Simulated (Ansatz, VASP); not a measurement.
# NiO in VASP and in Ansatz

File INCAR:

```
SYSTEM = NiO
PREC = Accurate
ENCUT = 520
EDIFF = 1E-6
ISMEAR = 0
SIGMA = 0.05
LREAL = .FALSE.
LASPH = .TRUE.
NELM = 150
ALGO = Normal
ISIF = 2
LWAVE = .FALSE.
LCHARG = .TRUE.
ISPIN = 2
MAGMOM = 2 -2 0 0
LORBIT = 11
LMAXMIX = 4
LDAU = .TRUE.
LDAUTYPE = 2
LDAUL = 2 -1
LDAUU = 7.2 0
LDAUJ = 0 0
LDAUPRINT = 1
GGA = PS
LELF = .TRUE.
LVHAR = .TRUE.
NBANDS = 28
```

KPOINTS

```
Automatic mesh
0
G
  6 6 6
  0 0 0
```

File POSCAR:

```
NiO
1.0
    0.0000000000      2.0913095126      2.0913095126
    2.0913095126      0.0000000000      2.0913095126
    4.1826190252      4.1826190252      0.0000000000
Ni O
2 2
Direct
    0.0000000000      0.0000000000      0.0000000000
    0.0000000000      0.0000000000      0.5000000000
    0.5000000000      0.5000000000      0.2500000000
    0.5000000000      0.5000000000      0.7500000000
```

Input for Ansatz:

```yaml
crystal:
  lattice:
    - [0.0, 2.0913095126, 2.0913095126]
    - [2.0913095126, 0.0, 2.0913095126]
    - [4.1826190252, 4.1826190252, 0.0]
  atoms:
    - { symbol: Ni, position: [0.0, 0.0, 0.0], spin: 2.0 }
    - { symbol: O, position: [0.5, 0.5, 0.25] }
    - { symbol: Ni, position: [0.0, 0.0, 0.5], spin: -2.0 }
    - { symbol: O, position: [0.5, 0.5, 0.75] }
basis:
  ecutwfc: 420
  ecutrho_ratio: 4
kpoints:
  mp_grid: { grid: [6, 6, 6] }
hamiltonian:
  xc: pbesol
  hubbard: { sites: [{ species: Ni, l: d, u_eff: 7.2 }] }
scf:
  occupations: { method: gaussian, width: 0.05 }
output:
  forces: true
  stress: true
  eigenvalues: true
  populations: true
  hubbard: { sites: [{ species: Ni, l: d }] }
  write_density: true
  write_potential: true
  elf: true
  volumetric_format: npy
magnetization:
  spin_polarized: true
```

Alike in both runs: task single point; functional PBEsol; k mesh 6 × 6 × 6; occupations gaussian, width 0.05 eV; collinear spin; Hubbard terms Ni d U = 7.2 eV.

|  | VASP | Ansatz |
| --- | --- | --- |
| version | VASP 6.6.1 | Ansatz 0.2.0 |
| potentials or method | VASP PAW PBE potentials, release 64 (Ni, O), cutoff 520 eV | scalar-relativistic, plane waves, PAW |
| valence electrons in the cell | 32 | 48 |

```csv
,VASP,Ansatz,Ansatz less VASP
gap on the k mesh at the Fermi level (eV),3.40,3.06,-0.340
least direct gap on the mesh (eV),4.08,3.88,-0.208
pressure (GPa),-11.2,1.0,+12.17
net moment per atom (μB),0.00,0.00,0.000
size of the moment on the site where the two differ most (μB),1.78,1.68,-0.097
```

VASP's potentials were made for PBE, not for PBEsol. Site moments also hang on the region over which each program counts them. The programs project onto different local orbitals, so the same U acts differently, and such runs can settle in different states. VASP's potentials hold 32 valence electrons a cell and Ansatz's 48, so a difference there can come from the potentials and not from the codes.

The k mesh is coarse, so the values compare programs but aren't converged.
